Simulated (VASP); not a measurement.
# Ga (Fm-3m) in VASP: notebook, part 2 of 2

VASP 6.6.1. Earlier steps stand in the parts before.

## (4) Single point, RPBE (volume scaled by 1.12)

The input, INCAR:

```
  PREC = Accurate
  ENCUT = 520
  EDIFF = 1E-6
  ISMEAR = -1
  SIGMA = 0.1
  LREAL = False
  LASPH = True
  NELM = 80
  ALGO = Normal
  ISIF = 2
  LWAVE = False
  LCHARG = False
  GGA = RP
  NBANDS = 12
```

The input, KPOINTS:

```
regular mesh
0
Gamma
  14 14 14
```

The input, POSCAR:

```
Ga
1.0
    0.0000000000      2.2255500309      2.2255500309
    2.2255500309      0.0000000000      2.2255500309
    2.2255500309      2.2255500309      0.0000000000
Ga
1
Direct
    0.0000000000      0.0000000000      0.0000000000
```

Run with:

```bash
> cat potpaw_PBE.64/Ga_d/POTCAR > POTCAR
> mpirun -np 1 vasp_std > vasp.out
```

It took 18 s on 1 thread of Intel Xeon 6975P-C, shared host; peak memory 0.15 GiB.

Results (log left out):

| Property | Result |
| --- | --- |
| Free energy | -2.5119 eV |
| Pressure | -3.7 GPa |

Levels at points of the mesh, in eV from the Fermi level:
```
           k point  band 3  band 4  band 5  band 6  band 7  band 8  band 9  band 10
(0.00, 0.00, 0.00)  -14.84  -14.77  -14.77   -9.93   10.64   10.64   10.64    14.72
(0.50, 0.00, 0.00)  -14.84  -14.70  -14.70   -4.81   -3.29    8.64    8.64    13.13
(0.50, 0.50, 0.00)  -14.70  -14.68  -14.68   -2.60   -2.05    4.48    4.48     7.59
```

Caveat: the cell differs from its parent crystal (volume scaled by 1.12); the PAW data sets were made with another functional, which shifts forces and pressure a little.

## (5) Relaxation of cell and atoms, RPBE

This run uses another cell than the first one, of 19.59 Å³/atom, 0.957 times its volume.

The input, INCAR:

```
ALGO = Normal
EDIFF = 1E-7
EDIFFG = -0.01
ENCUT = 600
GGA = RP
IBRION = 2
ISIF = 3
ISMEAR = -1
LASPH = T
LCHARG = F
LREAL = F
LWAVE = F
NELM = 80
NSW = 80
PREC = Accurate
SIGMA = 0.1
```

The input, KPOINTS:

```
k-points
0
Gamma
  13 13 13
```

The input, POSCAR:

```
Ga
1.0
    0.0000000000      2.1397919757      2.1397919757
    2.1397919757      0.0000000000      2.1397919757
    2.1397919757      2.1397919757      0.0000000000
Ga
1
Direct
    0.0000000000      0.0000000000      0.0000000000
```

Potentials or basis: VASP PAW PBE potentials, release 64 (Ga_d).

Run with:

```bash
> cat potpaw_PBE.64/Ga_d/POTCAR > POTCAR
> mpirun -np 1 vasp_std > vasp.out
```

OUTCAR:

```text
EDIFF = 1E-7
   EDIFFG = -0.01
   ENCUT = 600
   GGA = RP
   IBRION = 2
   ISIF = 3
   ISMEAR = -1
   LASPH = T
   LREAL = F
   NELM = 80
   NSW = 80
   PREC = Accurate

 ion  position               nearest neighbor table
   1  0.000  0.000  0.000-

  LATTYP: Found a face centered cubic cell.
 ALAT       =     4.2795839514

  Lattice vectors:

 A1 = (   0.0000000000,   2.1397919757,   2.1397919757)
 A2 = (   2.1397919757,   0.0000000000,   2.1397919757)
 A3 = (   2.1397919757,   2.1397919757,   0.0000000000)

Analysis of symmetry for initial positions (statically):
=====================================================================
 Subroutine PRICEL returns:
 Original cell was already a primitive cell.

 Routine SETGRP: Setting up the symmetry group for a
 face centered cubic supercell.

 Subroutine GETGRP returns: Found 48 space group operations
 (whereof 48 operations were pure point group operations)
 out of a pool of 48 trial point group operations.

The static configuration has the point symmetry O_h .

Analysis of symmetry for dynamics (positions and initial velocities):
[... 205 lines left out ...]
 cond. band min:       5.3692442961   @ k =   0.4615   0.2308   0.0000
 fundamental gap:      0.1756022110
 Fermi energy:         5.3541818916

 k-point     1 :       0.0000    0.0000    0.0000
  band No.  band energies     occupation
      1      -9.5971      2.00000
      2      -9.5971      2.00000
      3      -9.5971      2.00000
      4      -9.4903      2.00000
      5      -9.4903      2.00000
      6      -5.4146      2.00000
      7      17.1145      0.00000
      8      17.1146      0.00000
      9      17.1146      0.00000
     10      20.8453      0.00000
[... 287 lines left out ...]
 k-point    24 :       0.4615    0.1538    0.0000
  band No.  band energies     occupation
      1      -9.6449      2.00000
      2      -9.5872      2.00000
      3      -9.5466      2.00000
      4      -9.4612      2.00000
      5      -9.3955      2.00000
      6      -0.6636      2.00000
      7       4.0211      2.00000
      8      11.8362      0.00000
      9      12.9397      0.00000
     10      16.1057      0.00000

 [... further k-points ...]
[... 5 lines left out ...]
  --------------------------------------------------------------------------------------
  -------------------------------------------------------------------------------------
  Total        0.0092620      0.0092620      0.0092620     -0.0000000     -0.0000000      0.0000000
  in kB        0.7535388      0.7535388      0.7535388     -0.0000000     -0.0000000      0.0000000
  external PRESSURE =       0.7535388 kB  Pullay stress =       0.0000000 kB

 VOLUME and BASIS-vectors are now :
 -----------------------------------------------------------------------------
  energy-cutoff  :      600.00
  volume of cell :       19.69
      direct lattice vectors                 reciprocal lattice vectors
     0.000000000  2.143347191  2.143347191    -0.233279985  0.233279985  0.233279985
     2.143347191 -0.000000000  2.143347191     0.233279985 -0.233279985  0.233279985
     2.143347191  2.143347191  0.000000000     0.233279985  0.233279985 -0.233279985

 POSITION                                       TOTAL-FORCE (eV/Angst)
 -----------------------------------------------------------------------------------
      4.28669      2.14335      2.14335        -0.000000     -0.000000      0.000000
 -----------------------------------------------------------------------------------
    total drift:                                0.000000      0.000000      0.000000

  FREE ENERGIE OF THE ION-ELECTRON SYSTEM (eV)
  ---------------------------------------------------
  free  energy   TOTEN  =        -2.5420563774 eV

  energy  without entropy=       -2.5296792442  energy(sigma->0) =       -2.53586781

 reached required accuracy - stopping structural energy minimisation
```

OSZICAR:

```text
N       E                     dE             d eps       ncg     rms          rms(c)
DAV:   1     0.375518758589E+02    0.37552E+02   -0.75453E+03  1720   0.246E+03
DAV:   2    -0.124916139687E+01   -0.38801E+02   -0.38009E+02  1734   0.251E+02
DAV:   3    -0.255056312487E+01   -0.13014E+01   -0.12984E+01  1950   0.433E+01
[... 12 lines left out ...]
DAV:   3    -0.254213771702E+01    0.65771E-03   -0.82167E-04  1888   0.577E-01    0.349E-02
DAV:   4    -0.254205598862E+01    0.81728E-04   -0.71628E-05  2174   0.176E-01    0.129E-03
DAV:   5    -0.254205621072E+01   -0.22210E-06   -0.43730E-07  1934   0.884E-03    0.572E-04
DAV:   6    -0.254205636641E+01   -0.15569E-06   -0.11416E-07  1112   0.694E-03    0.666E-05
DAV:   7    -0.254205637742E+01   -0.11005E-07   -0.94280E-09   904   0.146E-03
   2 F= -.25420564E+01 E0= -.25358678E+01  d E =-.112723E-03
```

Wall time 20 s (1 thread of Intel Xeon 6975P-C, shared host); peak memory 0.15 GiB.

What came out:

* Free energy: -2.5421 eV
* Relaxed volume: 19.69 Å³/atom
* Relaxed cell: a = 3.031 Å, b = 3.031 Å, c = 3.031 Å, α = 60.00°, β = 60.00°, γ = 60.00°
* Space group after relaxing (to 0.05 Å): Fm-3m (No. 225)
* Energy gained by relaxing: 0.1 meV/atom
* Ionic steps: 2
* Pressure after relaxing: 0.1 GPa

Step by step:
| step | energy change (eV) | largest force (eV/Å) | pressure (GPa) | volume (Å³) |
| --- | --- | --- | --- | --- |
| 1 | 0.0000 | 0.0000 | 0.28 | 19.59 |
| 2 | -0.0001 | 0.0000 | 0.08 | 19.69 |

Final structure:
```
CELL_PARAMETERS angstrom
0.00000 2.14335 2.14335
2.14335 0.00000 2.14335
2.14335 2.14335 0.00000
ATOMIC_POSITIONS crystal
Ga 0.00000 0.00000 0.00000
```

Levels at points of the mesh, in eV from the Fermi level:
| k point | band 2 | band 3 | band 4 | band 5 | band 6 | band 7 | band 8 | band 9 | band 10 |
| --- | --- | --- | --- | --- | --- | --- | --- | --- | --- |
| (0.00, 0.00, 0.00) | -14.95 | -14.95 | -14.84 | -14.84 | -10.77 | 11.76 | 11.76 | 11.76 | 15.49 |

Caveat: the PAW data sets were made with another functional, which shifts forces and pressure a little.

## (6) Single point, RPBE

This run uses another cell than the first one, of 19.68 Å³/atom, 0.962 times its volume.

The input, INCAR:

```
PREC     = Accurate       # precision mode
ENCUT    = 520            # plane-wave cutoff, eV
EDIFF    = 1E-6           # SCF threshold, eV
ISMEAR   = -1             # smearing method
SIGMA    = 0.1            # smearing width, eV
LREAL    = False          # projectors in reciprocal space
LASPH    = True           # aspherical terms in the spheres
NELM     = 100            # most SCF steps
ALGO     = Normal         # electronic algorithm
ISIF     = 2              # what is computed and relaxed
LWAVE    = False          # write WAVECAR
LCHARG   = False          # write CHGCAR
GGA      = RP             # functional
NBANDS   = 12             # bands
```

The input, KPOINTS:

```
regular mesh
0
Gamma
  21 21 21
```

The input, POSCAR:

```
Ga
1.0
    0.0000000000      2.1430453143      2.1430453143
    2.1430453143      0.0000000000      2.1430453143
    2.1430453143      2.1430453143      0.0000000000
Ga
1
Direct
    0.0000000000      0.0000000000      0.0000000000
```

Potentials or basis: VASP PAW PBE potentials, release 64 (Ga_d).

Run with:

```bash
> cat potpaw_PBE.64/Ga_d/POTCAR > POTCAR
> mpirun -np 1 vasp_std > vasp.out
```

Wall time 33 s (1 thread of Intel Xeon 6975P-C, shared host); peak memory 0.19 GiB.

It converged, with:

```yaml
Free_energy: -2.5437 eV
Pressure: 0.0 GPa
```

Levels at points of the mesh, in eV from the Fermi level:
```
           k point  band 3  band 4  band 5  band 6  band 7  band 8  band 9  band 10
(0.00, 0.00, 0.00)  -14.93  -14.83  -14.83  -10.75   11.78   11.78   11.78    15.51
```

Caveat: the PAW data sets were made with another functional, which shifts forces and pressure a little.

## (7) Summary

| task | cell | k mesh | cutoff (eV) | gap on the mesh (eV) | pressure (GPa) |
| --- | --- | --- | --- | --- | --- |
| single point | a = 3.071 Å, angles 60.0°, 1 atom | 14 × 14 × 14 | 520 | none | -1.6 |
| single point | a = 3.109 Å, angles 60.0°, 1 atom | 14 × 14 × 14 | 520 | none | -2.8 |
| single point | a = 3.147 Å, angles 60.0°, 1 atom | 14 × 14 × 14 | 520 | none | -3.7 |
| relaxation of cell and atoms | relaxed from a = 3.026 Å, angles 60.0°, 1 atom | 13 × 13 × 13 | 600 | none | 0.1 |
| single point | a = 3.031 Å, angles 60.0°, 1 atom | 21 × 21 × 21 | 520 | none | 0.0 |

Alike in all rows: level RPBE; potentials or basis VASP PAW PBE potentials, release 64 (Ga_d); no spin polarisation; smearing fermi-dirac 0.1 eV.

Caveats: the PAW data sets were made with another functional, which shifts forces and pressure a little.

Absolute energies hang on the potentials; compare differences alone.
